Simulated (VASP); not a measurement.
## Be: single point with PBEsol

Crystal: Be.

```
CELL_PARAMETERS angstrom
-1.23105 1.23105 1.23105
1.23105 -1.23105 1.23105
1.23105 1.23105 -1.23105
ATOMIC_POSITIONS crystal
Be 0.00000 0.00000 0.00000
```

This isn't the form of Be at room conditions, which is hcp.

| Property | Result |
| --- | --- |
| Program | VASP 6.6.1 |
| Task | single point |
| Functional | PBEsol |
| Potentials or basis | VASP PAW PBE potentials, release 64 (Be) |
| Cutoff | 600 eV |
| k mesh | 24 × 24 × 24 |
| Occupations | fermi-dirac, width 0.05 eV |
| Spin | no spin polarisation |

```yaml
Pressure: 5.4 GPa
Band_gap_on_the_k_mesh: zero (bands 1 and 2 overlap by 5.56 eV)
```

Levels at points of the mesh, in eV from the Fermi level:
| k point | band 1 | band 2 | band 3 | band 4 |
| --- | --- | --- | --- | --- |
| (0.00, 0.00, 0.00) | -12.64 | 20.12 | 20.12 | 20.12 |
| (0.50, 0.00, 0.00) | -5.54 | 0.46 | 12.67 | 15.98 |
| (0.50, 0.50, 0.50) | 4.03 | 4.03 | 4.03 | 9.98 |

It took 10 s on 1 thread of Intel(R) Xeon(R) Platinum 8488C (Sapphire Rapids) (shared host), peak memory 0.13 GiB.

Caveat: the cell stands under pressure; the PAW data sets were made with another functional, which shifts forces and pressure a little.
